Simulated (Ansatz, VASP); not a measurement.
This is a calculation of CsPbCl3 for Ansatz 0.2.0.

input.yaml

```yaml
crystal:
  lattice:
    - [5.4905801394, 0.0, 0.0]
    - [0.0, 5.4905801394, 0.0]
    - [0.0, 0.0, 5.4905801394]
  atoms:
    - { symbol: Pb, position: [0.5, 0.5, 0.5] }
    - { symbol: Cs, position: [0.0, 0.0, 0.0] }
    - { symbol: Cl, position: [0.5, 0.0, 0.5] }
    - { symbol: Cl, position: [0.0, 0.5, 0.5] }
    - { symbol: Cl, position: [0.5, 0.5, 0.0] }
hamiltonian:
  xc: { exchange: b88, correlation: pbe }
  pseudopotentials: { kind: paw }
kpoints:
  mp_grid: { grid: [5, 5, 5] }
scf:
  occupations: { method: fermi_dirac, width: 0.05 }
output:
  forces: true
  stress: true
  eigenvalues: true
```

Potentials or basis: Ansatz PAW.

Run with:

```sh
$ ansatz run input.yaml --threads 2 --pin off --max-ram 5120MiB --backend cpu --events-out ev --progress --plain --runs-dir out
```

Q: Set up the same calculation for VASP 6.6.1. Potentials there: VASP PAW PBE potentials, release 64 (Pb_d, Cs_sv, Cl).

A: As run (the cutoff follows the program's own potentials):

Contents of INCAR:

```
SYSTEM = CsPbCl3
ALGO = Normal ; EDIFF = 1E-6
ENCUT = 500 ; GGA = LIBXC
GGA_COMPAT = .FALSE. ; ISIF = 2
ISMEAR = -1 ; LASPH = .TRUE.
LCHARG = .TRUE. ; LELF = .TRUE.
LIBXC1 = GGA_X_B88 ; LIBXC2 = GGA_C_PBE
LREAL = .FALSE. ; LVHAR = .TRUE.
LWAVE = .FALSE. ; NBANDS = 30
NELM = 120 ; PREC = Accurate
SIGMA = 0.05
```

Contents of KPOINTS:

```
k-points
0
G
  5 5 5
  0 0 0
```

The input POSCAR:

```
CsPbCl3
1.0
    5.4905801394      0.0000000000      0.0000000000
    0.0000000000      5.4905801394      0.0000000000
    0.0000000000      0.0000000000      5.4905801394
Pb Cs Cl
1 1 3
Direct
    0.5000000000      0.5000000000      0.5000000000
    0.0000000000      0.0000000000      0.0000000000
    0.5000000000      0.0000000000      0.5000000000
    0.0000000000      0.5000000000      0.5000000000
    0.5000000000      0.5000000000      0.0000000000
```

Potentials or basis: VASP PAW PBE potentials, release 64 (Pb_d, Cs_sv, Cl).

The run is started by

```console
$ cat potpaw_PBE.64/Pb_d/POTCAR potpaw_PBE.64/Cs_sv/POTCAR potpaw_PBE.64/Cl/POTCAR > POTCAR
$ mpirun -np 1 vasp_std > vasp.out
```

Both were run:

|  | VASP | Ansatz | Ansatz less VASP |
| --- | --- | --- | --- |
| gap on the k mesh at the Fermi level (eV) | 2.82 | 2.81 | -0.011 |
| least direct gap on the mesh (eV) | 2.82 | 2.81 | -0.011 |
| pressure (GPa) | 3.9 | 4.0 | +0.07 |

VASP's potentials were made for PBE, not for b88 exchange, pbe correlation.

Neither program's run includes spin-orbit coupling. Noted on Ansatz's run: odd divisions of the mesh miss points on the zone boundary, where band edges often lie, so the gap on the mesh can be too wide.
